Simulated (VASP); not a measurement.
# Si16O (a cell with a defect) in VASP: further runs

Runs on Si16O (a cell with a defect). Level: PBE. Tasks: single point.

Everything below comes from runs of VASP 6.6.1. Logs are shortened: lines on timing, memory, paths and dates and some standing lists are left out, and cuts for length are marked.

**1. The cell of the first run**

The cell holds a defect, 17 atoms: a = 7.679 Å, b = 7.679 Å, c = 7.679 Å, α = 60.00°, β = 60.00°, γ = 60.00°.

**2. Single point, PBE, collinear spin, ferromagnetic start**

Contents of INCAR:

```
PREC     = Accurate       # precision mode
ENCUT    = 520            # plane-wave cutoff, eV
EDIFF    = 1E-6           # SCF threshold, eV
ISMEAR   = 0              # smearing method
SIGMA    = 0.05           # smearing width, eV
LREAL    = Auto         
LASPH    = True           # aspherical terms in the spheres
NELM     = 150            # most SCF steps
ALGO     = Normal         # electronic algorithm
ISIF     = 2              # what is computed and relaxed
LWAVE    = False          # write WAVECAR
LCHARG   = True           # write CHGCAR
ISPIN    = 2              # spin polarisation
MAGMOM   = 0 0 0 0 0 0 0 0 0 0 0 0 0 0 0 0 1 # initial moments
LORBIT   = 11             # projections on sites
GGA      = PE             # functional
LELF     = True           # ELF
LVHAR    = True         
NBANDS   = 53             # bands
```

Contents of KPOINTS:

```
Automatic mesh
0
Gamma
  2 2 2
```

Contents of POSCAR:

```
Si16O
1.0
    0.0000000000      5.4300000000      5.4300000000
    5.4300000000      0.0000000000      5.4300000000
    5.4300000000      5.4300000000      0.0000000000
Si O
16 1
Direct
   -0.0021250538      0.0159088968     -0.0028240011
    0.1207950630      0.1778029359      0.0855974378
    0.0090299337      0.0470823797      0.4565957338
    0.1254325729      0.1291504112      0.6236540300
   -0.0047564366      0.5491776269     -0.0280506235
    0.1278507789      0.6403643340      0.1217851020
    0.0003629805      0.4986025266      0.4977779135
    0.1688545428      0.5777233861      0.6153128331
    0.4957554857     -0.0002509067      0.0009419752
    0.6238455903      0.1248878439      0.1225458384
    0.5014354879     -0.0155238164      0.4968206509
    0.6528852483      0.0735752549      0.6297244845
    0.5021058223      0.4994077114      0.0000155605
    0.6239321100      0.6239103353      0.1284839442
    0.5400058441      0.4451618258      0.5033874755
    0.6268966743      0.6089352067      0.6259372557
    0.1913691758      0.8125586080      0.4363571094
```

Potentials or basis: VASP PAW PBE potentials, release 64 (Si, O).

Run with:

```bash
$ cat potpaw_PBE.64/Si/POTCAR potpaw_PBE.64/O/POTCAR > POTCAR
$ mpirun -np 1 vasp_std > vasp.out
```

OUTCAR:

```text
PREC = Accurate
   ENCUT = 520
   EDIFF = 1E-6
   ISMEAR = 0
   LREAL = Auto
   LASPH = True
   NELM = 150
   ISIF = 2
   ISPIN = 2
   LORBIT = 11
   GGA = PE

 ion  position               nearest neighbor table
   1  0.998  0.016  0.997-   4 2.34  10 2.35   6 2.35   2 2.36
   2  0.121  0.178  0.086-   3 2.33   5 2.33   1 2.36   9 2.38
   3  0.009  0.047  0.457-  17 1.66   4 2.32  12 2.32   2 2.33   8 2.94
   4  0.125  0.129  0.624-   3 2.32   7 2.32   1 2.34  11 2.36
   5  0.995  0.549  0.972-   8 2.32   2 2.33  14 2.35   6 2.35
   6  0.128  0.640  0.122-  13 2.35   5 2.35   1 2.35   7 2.36
   7  0.000  0.499  0.498-   8 2.32   4 2.32  16 2.34   6 2.36
   8  0.169  0.578  0.615-  17 1.66   7 2.32   5 2.32  15 2.33   3 2.94
   9  0.496  1.000  0.001-  10 2.35  12 2.35  14 2.36   2 2.38
  10  0.624  0.125  0.123-   1 2.35  13 2.35  11 2.35   9 2.35
  11  0.501  0.984  0.497-  10 2.35  12 2.35  16 2.35   4 2.36
  12  0.653  0.074  0.630-   3 2.32  15 2.33   9 2.35  11 2.35
  13  0.502  0.499  0.000-  16 2.35  10 2.35   6 2.35  14 2.35
  14  0.624  0.624  0.128-  13 2.35   5 2.35   9 2.36  15 2.38
  15  0.540  0.445  0.503-   8 2.33  12 2.33  16 2.36  14 2.38
  16  0.627  0.609  0.626-   7 2.34  13 2.35  11 2.35  15 2.36
  17  0.191  0.813  0.436-   8 1.66   3 1.66

  LATTYP: Found a face centered cubic cell.
 ALAT       =    10.8600000000

  Lattice vectors:

 A1 = (   0.0000000000,   5.4300000000,   5.4300000000)
 A2 = (   5.4300000000,   0.0000000000,   5.4300000000)
 A3 = (   5.4300000000,   5.4300000000,   0.0000000000)

Analysis of symmetry for initial positions (statically):
=====================================================================
 Subroutine PRICEL returns:
 Original cell was already a primitive cell.

 Routine SETGRP: Setting up the symmetry group for a
 face centered cubic supercell.

 Subroutine GETGRP returns: Found  1 space group operations
 (whereof  1 operations were pure point group operations)
 out of a pool of 48 trial point group operations.

The static configuration has the point symmetry C_1 .

Analysis of symmetry for dynamics (positions and initial velocities):
=====================================================================
 Subroutine PRICEL returns:
 Original cell was already a primitive cell.

 Routine SETGRP: Setting up the symmetry group for a
 face centered cubic supercell.

 Subroutine GETGRP returns: Found  1 space group operations
 (whereof  1 operations were pure point group operations)
 out of a pool of 48 trial point group operations.

The dynamic configuration has the point symmetry C_1 .

Analysis of structural, dynamic, and magnetic symmetry:
[... 169 lines left out ...]
  ext. energy  EPLUGINS =         0.00000000
  ---------------------------------------------------
  free energy    TOTEN  =       -92.69544731 eV

  energy without entropy =      -92.69544731  energy(sigma->0) =      -92.69544731

 E-fermi :   6.1329     XC(G=0):  -9.5324

 val. band max:        5.8824974189   @ k =   0.0000   0.0000   0.0000
 cond. band min:       6.3713450276   @ k =   0.0000   0.0000   0.0000
 fundamental gap:      0.4888476086
 Fermi energy:         6.1328898490

 spin component 1

 k-point     1 :       0.0000    0.0000    0.0000
  band No.  band energies     occupation
      1     -14.4445      1.00000
      2      -5.8119      1.00000
      3      -4.3865      1.00000
      4      -3.6895      1.00000
      5      -3.6681      1.00000
      6      -3.3244      1.00000
[... 389 lines left out ...]
     46      10.3404      0.00000
     47      10.4312      0.00000
 Fermi energy:         6.1328898490

 spin component 2

 k-point     1 :       0.0000    0.0000    0.0000
  band No.  band energies     occupation
      1     -14.4445      1.00000
      2      -5.8119      1.00000
      3      -4.3865      1.00000
      4      -3.6895      1.00000
      5      -3.6681      1.00000
      6      -3.3244      1.00000
[... 389 lines left out ...]
     46      10.3404      0.00000
     47      10.4312      0.00000
 [bands above 47 left out]

------------------------ aborting loop because EDIFF is reached ----------------------------------------

  FORCE on cell =-STRESS in cart. coord.  units (eV):
  Direction    XX          YY          ZZ          XY          YZ          ZX
  --------------------------------------------------------------------------------------
  -------------------------------------------------------------------------------------
  Total        8.4849509      9.0962118      8.4511695     -2.2660858     -2.3579487      2.9873618
  in kB       42.4551549     45.5136495     42.2861270    -11.3385482    -11.7981916     14.9475123
  external PRESSURE =      43.4183105 kB  Pullay stress =       0.0000000 kB

 VOLUME and BASIS-vectors are now :
 -----------------------------------------------------------------------------
  energy-cutoff  :      520.00
  volume of cell :      320.21
      direct lattice vectors                 reciprocal lattice vectors
     0.000000000  5.430000000  5.430000000    -0.092081031  0.092081031  0.092081031
     5.430000000  0.000000000  5.430000000     0.092081031 -0.092081031  0.092081031
     5.430000000  5.430000000  0.000000000     0.092081031  0.092081031 -0.092081031

 POSITION                                       TOTAL-FORCE (eV/Angst)
 -----------------------------------------------------------------------------------
      5.50105     10.83313      5.50485        -0.004826      0.000162      0.004894
      1.43026      1.12071      1.62139        -0.000513     -0.013089     -0.015069
      2.73497      2.52835      0.30469         0.048595     -0.038012      0.026415
      4.08773      4.06754      1.38239        -0.003735     -0.005191     -0.002667
      8.25972     10.68186      8.38621        -0.001091      0.005793      0.006562
      4.13847      1.35552      4.17141         0.006260      0.006662      0.007545
[... 9 lines left out ...]
      6.70536      6.80289      6.71057        -0.007249      0.003253      0.004013
      6.78161      3.40855      5.45133        -0.029394     -0.000744      0.025616
 -----------------------------------------------------------------------------------
    total drift:                               -0.001951      0.000962     -0.003631

  FREE ENERGIE OF THE ION-ELECTRON SYSTEM (eV)
  ---------------------------------------------------
  free  energy   TOTEN  =       -92.6954473130 eV

  energy  without entropy=      -92.6954473130  energy(sigma->0) =      -92.69544731

 total charge

# of ion       s       p       d       tot
------------------------------------------
    1        0.739   0.954   0.000   1.693
    2        0.749   0.956   0.000   1.705
    3        0.742   0.945   0.000   1.688
    4        0.744   0.977   0.000   1.721
    5        0.745   0.970   0.000   1.715
    6        0.740   0.949   0.000   1.689
[... 9 lines left out ...]
   16        0.739   0.953   0.000   1.693
   17        1.576   3.598   0.000   5.174
--------------------------------------------------
tot         13.461  18.893   0.000  32.354

 magnetization (x)

# of ion       s       p       d       tot
------------------------------------------
    1       -0.000  -0.000   0.000  -0.000
    2        0.000   0.000   0.000   0.000
    3        0.000   0.000   0.000   0.000
    4        0.000  -0.000   0.000  -0.000
    5       -0.000  -0.000   0.000  -0.000
    6       -0.000  -0.000   0.000  -0.000
[... 9 lines left out ...]
   16       -0.000  -0.000   0.000  -0.000
   17       -0.000  -0.000   0.000  -0.000
--------------------------------------------------
tot         -0.000  -0.000   0.000  -0.000
```

stdout:

```text
POSCAR found type information on POSCAR SiO
 POSCAR found :  2 types and      17 ions
 scaLAPACK will be used
 LDA part: xc-table for (Slater+PW92), standard interpolation
 POSCAR, INCAR and KPOINTS ok, starting setup
 FFT: planning ... GRIDC
 FFT: planning ... GRID_SOFT
 FFT: planning ... GRID
 WAVECAR not read
 entering main loop
```

Run time: 12 min. Hardware: 1 thread of AMD EPYC 7R43 (Zen 3), shared host; peak memory 0.67 GiB.

What came out:

| Property | Result |
| --- | --- |
| Free energy | -92.6954 eV |
| Pressure | 4.3 GPa |
| Largest force | 0.067 eV/Å |
| Band gap on the k mesh | 0.49 eV |
| Net moment | 0.00 μB per cell |
| Valence electrons inside the program's atomic spheres | Si 1.69, 1.71, 1.72, 1.68, 1.70 (each value once); O 5.17 |

Forces in eV/Å, atoms in the order of the input:
```
Si  -0.005  0.000  0.005
Si  -0.001 -0.013 -0.015
Si   0.049 -0.038  0.026
Si  -0.004 -0.005 -0.003
Si  -0.001  0.006  0.007
Si   0.006  0.007  0.008
Si   0.003  0.007  0.001
Si  -0.025  0.037 -0.050
Si  -0.002  0.013 -0.004
Si   0.005  0.004  0.002
Si  -0.006 -0.008 -0.006
Si  -0.004 -0.008  0.005
Si  -0.002 -0.008 -0.007
Si   0.005 -0.004 -0.001
Si   0.017  0.008  0.001
Si  -0.007  0.003  0.004
O   -0.029 -0.001  0.026
```

Levels at points of the mesh, in eV from the valence-band top:
Spin up:
```
           k point  band 31  band 32  band 33  band 34  band 35  band 36  band 37  band 38  band 39  band 40
(0.00, 0.00, 0.00)    -0.96    -0.92    -0.32    -0.06     0.00     0.49     0.79     0.82     0.99     1.18
(0.50, 0.00, 0.00)    -1.45    -1.21    -0.80    -0.62    -0.54     1.32     1.43     1.59     1.71     1.80
(0.00, 0.50, 0.00)    -1.41    -0.75    -0.67    -0.66    -0.06     1.15     1.46     1.55     1.57     1.72
(0.00, 0.00, 0.50)    -1.44    -1.22    -0.79    -0.61    -0.55     1.32     1.43     1.59     1.71     1.80
(0.50, 0.50, 0.50)    -1.47    -1.23    -0.76    -0.63    -0.56     1.20     1.48     1.61     1.67     1.73
(0.50, 0.50, 0.00)    -1.50    -1.43    -1.26    -1.18    -0.48     1.27     1.47     2.33     2.40     2.50
(0.00, 0.50, 0.50)    -1.50    -1.43    -1.26    -1.18    -0.52     1.28     1.47     2.33     2.41     2.50
(0.50, 0.00, 0.50)    -1.44    -1.36    -1.33    -1.02    -0.94     1.42     1.48     2.31     2.41     2.55
```
Spin down:
```csv
k point,band 33,band 34,band 35,band 36,band 37,band 38
"(0.00, 0.00, 0.00)",-0.32,-0.06,0.00,0.49,0.79,0.82
"(0.50, 0.00, 0.00)",-0.80,-0.62,-0.54,1.32,1.43,1.59
"(0.00, 0.50, 0.00)",-0.67,-0.66,-0.06,1.15,1.46,1.55
"(0.00, 0.00, 0.50)",-0.79,-0.61,-0.55,1.32,1.43,1.59
"(0.50, 0.50, 0.50)",-0.76,-0.63,-0.56,1.20,1.48,1.61
"(0.50, 0.50, 0.00)",-1.26,-1.18,-0.48,1.27,1.47,2.33
"(0.00, 0.50, 0.50)",-1.26,-1.18,-0.52,1.28,1.47,2.33
"(0.50, 0.00, 0.50)",-1.33,-1.02,-0.94,1.42,1.48,2.31
```

Caveat: the k points lie up to 0.50 Å⁻¹ apart; semilocal functionals underestimate gaps, and a narrow one can read as zero.

[end of part 1 of 2]
